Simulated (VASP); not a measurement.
The system is CsRb3Tb.

```
CELL_PARAMETERS angstrom
3.56142 2.05619 5.26843
-3.56142 2.05619 5.26843
0.00000 -4.11238 5.26843
ATOMIC_POSITIONS crystal
Cs 0.50000 0.50000 0.50000
Rb 0.00000 0.00000 0.50000
Rb 0.50000 0.00000 0.00000
Rb 0.00000 0.50000 0.00000
Tb 0.00000 0.00000 0.00000
```

The cell was generated, and may not be a known phase.

- Program: VASP 6.6.1
- Task: relaxation of cell and atoms
- Functional: PBE
- Potentials or basis: VASP PAW PBE potentials, release 64 (Cs_sv, Rb_sv, Tb_3), 4f in core
- Cutoff: 500 eV
- k mesh: 3 × 3 × 3
- Occupations: gaussian, width 0.1 eV
- Spin: no spin polarisation

At the start: pressure 5.9 GPa; volume 46.30 Å³/atom.

**Question.** How do energy, volume and symmetry change on relaxing?

**Answer.** Over 11 steps the energy falls by 667.3 meV/atom and the volume is 100.20 Å³/atom (+116.4 %); space group R-3m (No. 166, to 0.1 Å) before and after.

Step by step:
| step | energy change (eV) | largest force (eV/Å) | pressure (GPa) | volume (Å³) |
| --- | --- | --- | --- | --- |
| 1 | 0.0000 | 0.0000 | 5.87 | 231.48 |
| 2 | -1.7474 | 0.0000 | 2.88 | 292.92 |
| 3 | -3.0483 | 0.0000 | 0.66 | 416.54 |
| 4 | -2.7364 | 0.0000 | -0.52 | 755.24 |
| 5 | -3.2260 | 0.0000 | -0.20 | 553.23 |
| 6 | -3.2471 | 0.0000 | -0.08 | 520.99 |
| 7 | -3.2478 | 0.0000 | -0.04 | 513.68 |
| 8 | -3.2641 | 0.0000 | -0.03 | 510.67 |
| 9 | -3.3019 | 0.0000 | 0.01 | 500.96 |
| 10 | -3.3219 | 0.0000 | 0.17 | 478.31 |
| 11 | -3.3363 | 0.0000 | 0.03 | 500.98 |

Final structure:
```cif
data_structure
_symmetry_space_group_name_H-M 'P 1'
_symmetry_Int_Tables_number 1
_cell_length_a 8.0188
_cell_length_b 8.0188
_cell_length_c 8.0188
_cell_angle_alpha 81.743
_cell_angle_beta 81.743
_cell_angle_gamma 81.743
_cell_volume 500.98
loop_
_atom_site_label
_atom_site_type_symbol
_atom_site_fract_x
_atom_site_fract_y
_atom_site_fract_z
_atom_site_occupancy
Cs1 Cs 0.50000 0.50000 0.50000 1
Rb1 Rb 0.00000 0.00000 0.50000 1
Rb2 Rb 0.50000 0.00000 0.00000 1
Rb3 Rb 0.00000 0.50000 0.00000 1
Tb1 Tb 0.00000 0.00000 0.00000 1
```

Caveat: the k points lie up to 0.27 Å⁻¹ apart in the final cell, too coarse for converged energies and pressures of a metal; the volume moved by over 15 % at a fixed basis, so the end points are rough.
